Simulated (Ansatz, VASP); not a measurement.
One calculation of Hg, two programs

```
CELL_PARAMETERS angstrom
3.21445 0.00000 0.00000
-1.60723 2.78380 0.00000
0.00000 0.00000 5.25659
ATOMIC_POSITIONS crystal
Hg 0.66667 0.33333 0.75000
Hg 0.33333 0.66667 0.25000
```

Alike in both runs: task single point; functional PBEsol; dispersion D3(BJ); k mesh 18 × 18 × 10; occupations gaussian, width 0.15 eV; no spin polarisation.

|  | VASP | Ansatz |
| --- | --- | --- |
| version | VASP 6.6.1 | Ansatz 0.2.0 |
| potentials or method | VASP PAW PBE potentials, release 64 (Hg), cutoff 520 eV | scalar-relativistic, plane waves, PAW |
| valence electrons in the cell | 24 | 40 |

```tsv
	VASP	Ansatz	Ansatz less VASP
gap on the k mesh at the Fermi level (eV)	none	none	-
pressure (GPa)	-2.4	-2.7	-0.35
traceless stress, the component that is largest in VASP (GPa)	-0.33	-0.32	+0.006
```

VASP's potentials were made for PBE, not for PBEsol. A gap of «none» marks a metal or a gap that the smearing closes. VASP's potentials hold 24 valence electrons a cell and Ansatz's 40, so a difference there can come from the potentials and not from the codes.

Neither program's run includes spin-orbit coupling.
